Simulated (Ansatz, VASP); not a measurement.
# Ba2Be: VASP beside Ansatz

The input POSCAR:

```
Ba2Be
1.0
   -2.3698172867      2.3698172867      3.8867440333
    2.3698172867     -2.3698172867      3.8867440333
    2.3698172867      2.3698172867     -3.8867440333
Ba Be
2 1
Direct
    0.5930000000      0.5930000000      0.0000000000
    0.4070000000      0.4070000000      0.0000000000
    0.0000000000      0.0000000000      0.0000000000
```

INCAR.step1

```
SYSTEM = Ba2Be
PREC = Accurate
ENCUT = 520
ISMEAR = 0
SIGMA = 0.1
LREAL = .False.
LASPH = .True.
NELM = 100
NBANDS = 18
GGA = PE
ALGO = Normal
EDIFF = 1E-4
LWAVE = .True.
LCHARG = .False.
```

The input INCAR.step2:

```
SYSTEM = Ba2Be
PREC = Accurate
ENCUT = 520
EDIFF = 1E-6
ISMEAR = 0
SIGMA = 0.1
LREAL = .False.
LASPH = .True.
NELM = 100
ALGO = Normal
ISIF = 2
LWAVE = .False.
LCHARG = .False.
METAGGA = R2SCAN
LMIXTAU = .True.
NBANDS = 18
ISTART = 1
```

File KPOINTS:

```
Automatic mesh
0
Gamma
  6 6 6
  0 0 0
```

Input for Ansatz:

```yaml
crystal:
  lattice:
    - [-2.3698172867, 2.3698172867, 3.8867440333]
    - [2.3698172867, -2.3698172867, 3.8867440333]
    - [2.3698172867, 2.3698172867, -3.8867440333]
  atoms:
    - { symbol: Ba, position: [0.593, 0.593, 0.0] }
    - { symbol: Ba, position: [0.407, 0.407, 0.0] }
    - { symbol: Be, position: [0.0, 0.0, 0.0] }
basis:
  ecutwfc: 500
kpoints:
  mp_grid: { grid: [6, 6, 6] }
hamiltonian:
  xc: r2scan
scf:
  occupations: { method: gaussian, width: 0.1 }
  lower_state_search: "off"
output:
  forces: true
  stress: true
  eigenvalues: true
```

Alike in both runs: task single point; functional r2SCAN; k mesh 6 × 6 × 6; occupations gaussian, width 0.1 eV; no spin polarisation.

|  | VASP | Ansatz |
| --- | --- | --- |
| version | VASP 6.6.1 | Ansatz 0.2.0 |
| potentials or method | VASP PAW PBE potentials, release 64 (Ba_sv, Be), cutoff 520 eV | scalar-relativistic, plane waves, PAW |
| valence electrons in the cell | 22 | 22 |

Ansatz gave:

| Property | Result |
| --- | --- |
| gap on the k mesh at the Fermi level (eV) | none |
| rms of the force components (eV/Å) | 119.807 |

**Question.** What did VASP give for the same quantities?

**Answer.** gap on the k mesh at the Fermi level (eV): none; rms of the force components (eV/Å): 124.220.

VASP's potentials were made for PBE, not for r2SCAN. Atom by atom the forces differ by 4.413 eV/Å (rms over components). A gap of «none» marks a metal or a gap that the smearing closes. With one functional, cell and mesh, what is left measures potentials, basis and numerics.

Spin-orbit coupling is off throughout.
